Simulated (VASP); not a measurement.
Al:

```
Al
1.0
     5.04447    0.00000    0.00000
    -2.52223    4.36864    0.00000
     0.00000    0.00000    2.83529
Al
3
Direct
  0.50000 0.50000 0.33333
  0.50000 0.00000 0.00000
  0.00000 0.50000 0.66667
```

* Program: VASP 6.6.1
* Task: relaxation of cell and atoms
* Functional: PBE
* Potentials or basis: VASP PAW PBE potentials, release 64 (Al)
* Cutoff: 600 eV
* k mesh: 12 × 12 × 16
* Occupations: gaussian, width 0.1 eV
* Spin: no spin polarisation

At the start: pressure -0.2 GPa; volume 20.83 Å³/atom.

Task: How do energy, volume and symmetry change on relaxing?

Result: Over 6 steps the energy falls by 2.1 meV/atom and the volume is 20.78 Å³/atom (-0.2 %); space group P6_222 (No. 180, to 0.05 Å).

Step by step:
```tsv
step	energy change (eV)	largest force (eV/Å)	pressure (GPa)	volume (Å³)
1	0.0000	0.0000	-0.20	62.48
2	-0.0047	0.0000	0.04	62.25
3	-0.0059	0.0000	0.30	61.99
4	-0.0060	0.0000	0.25	62.03
5	-0.0060	0.0000	0.24	62.04
6	-0.0062	0.0000	-0.03	62.35
```

Final structure:
```cif
data_structure
_symmetry_space_group_name_H-M 'P 1'
_symmetry_Int_Tables_number 1
_cell_length_a 5.0822
_cell_length_b 5.0822
_cell_length_c 2.7876
_cell_angle_alpha 90.000
_cell_angle_beta 90.000
_cell_angle_gamma 120.000
_cell_volume 62.35
loop_
_atom_site_label
_atom_site_type_symbol
_atom_site_fract_x
_atom_site_fract_y
_atom_site_fract_z
_atom_site_occupancy
Al1 Al 0.50000 0.50000 0.33333 1
Al2 Al 0.50000 0.00000 0.00000 1
Al3 Al 0.00000 0.50000 0.66667 1
```
